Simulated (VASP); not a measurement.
# SrO (rock salt type) in VASP: further runs, part 2 of 2

VASP 6.6.1. The steps go on from the part before.

## (3) Single point, PBE

The input, INCAR:

```
SYSTEM = SrO
  ALGO = Normal
  EDIFF = 1E-6
  ENCUT = 520
  GGA = PE
  ISIF = 2
  ISMEAR = -1
  LASPH = .True.
  LCHARG = .False.
  LREAL = .False.
  LWAVE = .False.
  NBANDS = 15
  NELM = 80
  PREC = Accurate
  SIGMA = 0.02
```

The input, KPOINTS:

```
k-points
0
Gamma
  6 6 6
  0 0 0
```

The input, POSCAR:

```
SrO
1.0
    0.0000000000      2.6000000000      2.6000000000
    2.6000000000      0.0000000000      2.6000000000
    2.6000000000      2.6000000000      0.0000000000
Sr O
1 1
Direct
    0.0000000000      0.0000000000      0.0000000000
    0.5000000000      0.5000000000      0.5000000000
```

Potentials or basis: VASP PAW PBE potentials, release 64 (Sr_sv, O).

Run with:

```
cat potpaw_PBE.64/Sr_sv/POTCAR potpaw_PBE.64/O/POTCAR > POTCAR
mpirun -np 1 vasp_std > vasp.out
```

Wall time 5.7 s (1 thread of Intel Xeon Platinum 8559C (Emerald Rapids), shared host); peak memory 0.16 GiB.

The run converged. Its results:

* Free energy: -12.0548 eV
* Pressure: 0.3 GPa
* Band gap on the k mesh: 3.28 eV (least direct gap 3.39 eV)

Levels at points of the mesh, in eV from the valence-band top:
```
           k point  band 5  band 6  band 7  band 8  band 9  band 10  band 11  band 12
(0.00, 0.00, 0.00)  -14.18    0.00    0.00    0.00    3.75     6.13     6.13     6.13
(0.50, 0.00, 0.00)  -13.00   -2.11   -1.07   -1.07    6.41     8.19     8.65     8.65
(0.50, 0.50, 0.00)  -14.51   -0.49   -0.11   -0.11    3.28     7.55     9.95    10.08
```

A k mesh can miss the band edges.

## (4) Single point, PBE

The input, INCAR:

```
  ALGO = Normal
  EDIFF = 1E-6
  ENCUT = 520
  GGA = PE
  ISIF = 2
  ISMEAR = -1
  LASPH = True
  LCHARG = False
  LREAL = False
  LWAVE = False
  NBANDS = 15
  NELM = 80
  PREC = Accurate
  SIGMA = 0.02
```

The input, KPOINTS:

```
k-points
0
Gamma
  6 6 6
```

POSCAR is that of step 3.

Run with:

```
cat potpaw_PBE.64/Sr_sv/POTCAR potpaw_PBE.64/O/POTCAR > POTCAR
mpirun -np 1 vasp_std > vasp.out
```

Wall time 5.7 s (1 thread of Intel Xeon Platinum 8559C (Emerald Rapids), shared host); peak memory 0.15 GiB.

Results (log left out):

| Item | Value |
| --- | --- |
| Free energy | -12.0548 eV |
| Pressure | 0.3 GPa |
| Band gap on the k mesh | 3.28 eV (least direct gap 3.39 eV) |

Levels at points of the mesh, in eV from the valence-band top:
```
           k point  band 5  band 6  band 7  band 8  band 9  band 10  band 11  band 12
(0.00, 0.00, 0.00)  -14.18    0.00    0.00    0.00    3.75     6.13     6.13     6.13
(0.50, 0.00, 0.00)  -13.00   -2.11   -1.07   -1.07    6.41     8.19     8.65     8.65
(0.50, 0.50, 0.00)  -14.51   -0.49   -0.11   -0.11    3.28     7.55     9.95    10.08
```

## (5) Single point, PBE

The input, INCAR:

```
PREC     = Accurate       # precision mode
ENCUT    = 520            # plane-wave cutoff, eV
EDIFF    = 1E-6           # SCF threshold, eV
ISMEAR   = -1             # smearing method
SIGMA    = 0.1            # smearing width, eV
LREAL    = F              # projectors in reciprocal space
LASPH    = T              # aspherical terms in the spheres
NELM     = 60             # most SCF steps
ALGO     = Normal         # electronic algorithm
ISIF     = 2              # what is computed and relaxed
LWAVE    = F              # write WAVECAR
LCHARG   = F              # write CHGCAR
GGA      = PE             # functional
NBANDS   = 15             # bands
```

The input, KPOINTS:

```
regular mesh
0
Gamma
  8 8 8
```

POSCAR is that of step 4.

Potentials or basis: VASP PAW PBE potentials, release 64 (Sr_sv, O).

Run with:

```
cat potpaw_PBE.64/Sr_sv/POTCAR potpaw_PBE.64/O/POTCAR > POTCAR
mpirun -np 1 vasp_std > vasp.out
```

OUTCAR:

```text
PREC = Accurate
   ENCUT = 520
   EDIFF = 1E-6
   ISMEAR = -1
   LREAL = F
   LASPH = T
   NELM = 60
   ISIF = 2
   GGA = PE

 ion  position               nearest neighbor table
   1  0.000  0.000  0.000-   2 2.60   2 2.60   2 2.60   2 2.60   2 2.60   2 2.60
   2  0.500  0.500  0.500-   1 2.60   1 2.60   1 2.60   1 2.60   1 2.60   1 2.60

  LATTYP: Found a face centered cubic cell.
 ALAT       =     5.2000000000

  Lattice vectors:

 A1 = (   0.0000000000,   2.6000000000,   2.6000000000)
[... 616 lines left out ...]

------------------------ aborting loop because EDIFF is reached ----------------------------------------

  FORCE on cell =-STRESS in cart. coord.  units (eV):
  Direction    XX          YY          ZZ          XY          YZ          ZX
  --------------------------------------------------------------------------------------
  -------------------------------------------------------------------------------------
  Total        0.0566929      0.0566929      0.0566929      0.0000000      0.0000000      0.0000000
  in kB        2.5839801      2.5839801      2.5839801      0.0000000      0.0000000      0.0000000
  external PRESSURE =       2.5839801 kB  Pullay stress =       0.0000000 kB

 VOLUME and BASIS-vectors are now :
 -----------------------------------------------------------------------------
  energy-cutoff  :      520.00
  volume of cell :       35.15
      direct lattice vectors                 reciprocal lattice vectors
     0.000000000  2.600000000  2.600000000    -0.192307692  0.192307692  0.192307692
     2.600000000  0.000000000  2.600000000     0.192307692 -0.192307692  0.192307692
     2.600000000  2.600000000  0.000000000     0.192307692  0.192307692 -0.192307692

 POSITION                                       TOTAL-FORCE (eV/Angst)
 -----------------------------------------------------------------------------------
      0.00000      0.00000      0.00000         0.000000      0.000000      0.000000
      2.60000      2.60000      2.60000        -0.000000     -0.000000     -0.000000
 -----------------------------------------------------------------------------------
    total drift:                                0.000000      0.000000      0.000000

  FREE ENERGIE OF THE ION-ELECTRON SYSTEM (eV)
  ---------------------------------------------------
  free  energy   TOTEN  =       -12.0549848764 eV

  energy  without entropy=      -12.0549848645  energy(sigma->0) =      -12.05498487
```

OSZICAR:

```text
N       E                     dE             d eps       ncg     rms          rms(c)
DAV:   1     0.710821001179E+02    0.71082E+02   -0.84948E+03   870   0.105E+03
DAV:   2    -0.109633576973E+02   -0.82045E+02   -0.74477E+02  1215   0.221E+02
DAV:   3    -0.141819254271E+02   -0.32186E+01   -0.31994E+01  1173   0.402E+01
DAV:   4    -0.142520406424E+02   -0.70115E-01   -0.70109E-01  1066   0.563E+00
DAV:   5    -0.142537947580E+02   -0.17541E-02   -0.17541E-02  1120   0.731E-01    0.155E+01
DAV:   6    -0.122152823673E+02    0.20385E+01   -0.68107E+00   891   0.192E+01    0.182E+01
DAV:   7    -0.120640281651E+02    0.15125E+00   -0.32244E-01  1017   0.497E+00    0.105E+01
DAV:   8    -0.120532168029E+02    0.10811E-01   -0.12223E-01  1080   0.351E+00    0.375E-01
DAV:   9    -0.120543547515E+02   -0.11379E-02   -0.62028E-03  1077   0.501E-01    0.235E-01
DAV:  10    -0.120548062790E+02   -0.45153E-03   -0.44167E-04   975   0.200E-01    0.914E-02
DAV:  11    -0.120549659341E+02   -0.15966E-03   -0.16743E-04   933   0.954E-02    0.279E-02
DAV:  12    -0.120549850805E+02   -0.19146E-04   -0.28674E-05   947   0.389E-02    0.249E-02
DAV:  13    -0.120549848764E+02    0.20409E-06   -0.18013E-06   989   0.118E-02
   1 F= -.12054985E+02 E0= -.12054985E+02  d E =-.119281E-07
```

Run time: 8.8 s. Hardware: 1 thread of Intel Xeon Platinum 8559C (Emerald Rapids), shared host; peak memory 0.16 GiB.

What came out:

| Property | Result |
| --- | --- |
| Free energy | -12.0550 eV |
| Pressure | 0.3 GPa |
| Band gap on the k mesh | 3.28 eV (least direct gap 3.39 eV) |

A k mesh can miss the band edges.

## (6) Summary

| cell | k mesh | smearing | gap on the mesh (eV) | pressure (GPa) |
| --- | --- | --- | --- | --- |
| as given, atomic positions A | 4 × 4 × 4 | fermi-dirac 0.05 eV | 3.30 | 0.4 |
| as given, atomic positions B | 6 × 6 × 6 | fermi-dirac 0.02 eV | 3.28 | 0.3 |
| as given, atomic positions B | 8 × 8 × 8 | fermi-dirac 0.1 eV | 3.28 | 0.3 |

Alike in all rows: task single point; level PBE; potentials or basis VASP PAW PBE potentials, release 64 (Sr_sv, O); no spin polarisation; cutoff (eV) 520.

Caveats: some runs use coarse meshes.

Absolute energies hang on the potentials; compare differences alone.
